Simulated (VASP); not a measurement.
Set up this calculation in VASP 6.6.1, as the native input.

- Task: relaxation of cell and atoms
- Functional: PBEsol
- Potentials or basis: VASP PAW PBE potentials, release 64 (Si, C)
- Cutoff: 600 eV
- k mesh: 8 × 8 × 6
- Occupations: gaussian, width 0.01 eV
- Spin: no spin polarisation
- Target pressure: 15 GPa
- Dipole correction: no
- Further INCAR settings: ALGO = Normal; EDIFF = 1e-06; IBRION = 2; EDIFFG = -0.002; NSW = 100; ISIF = 3

The structure of SiC lies in POSCAR:

```
SiC
1.0
    3.0757704001      0.0000000000      0.0000000000
   -1.5378852001      2.6636953027      0.0000000000
    0.0000000000      0.0000000000      5.0475326534
Si C
2 2
Direct
    0.3333333333      0.6666666667      0.0045934394
    0.6666666667      0.3333333333      0.5045934394
    0.3333333333      0.6666666667      0.3804065606
    0.6666666667      0.3333333333      0.8804065606
```

These files were run (other wordings do the same):

INCAR

```
PREC = Accurate
ENCUT = 600
EDIFF = 1E-6
ISMEAR = 0
SIGMA = 0.01
LREAL = F
LASPH = T
NELM = 80
ALGO = Normal
ISIF = 3
LWAVE = F
LCHARG = F
GGA = PS
IBRION = 2
NSW = 100
EDIFFG = -0.002
PSTRESS = 150.0
```

KPOINTS

```
regular mesh
0
Gamma
  8 8 6
```

Potentials or basis: VASP PAW PBE potentials, release 64 (Si, C).

The run is started by

```bash
$ cat potpaw_PBE.64/Si/POTCAR potpaw_PBE.64/C/POTCAR > POTCAR
$ mpirun -np 1 vasp_std > vasp.out
```

It gave:

```
Relaxed volume                                         : 9.75 Å³/atom
Relaxed cell                                           : a = 3.016 Å, b = 3.016 Å, c = 4.947 Å, α = 90.00°, β = 90.00°, γ = 120.00°
Space group after relaxing (to 0.05 Å)                 : P6_3mc (No. 186)
Energy change on relaxing (the enthalpy is what falls) : +26.9 meV/atom
Ionic steps                                            : 11
Pressure after relaxing                                : 15.0 GPa
Band gap on the k mesh                                 : 2.28 eV, indirect (least direct gap 3.96 eV)
```

Caveat: the cell is relaxed towards a set pressure, so the enthalpy falls and the energy may rise; the PAW data sets were made with another functional, which shifts forces and pressure a little.

Run time: 50 s on 1 thread of Intel(R) Xeon(R) 6975P-C (Granite Rapids), on a shared host, peak memory 0.18 GiB.
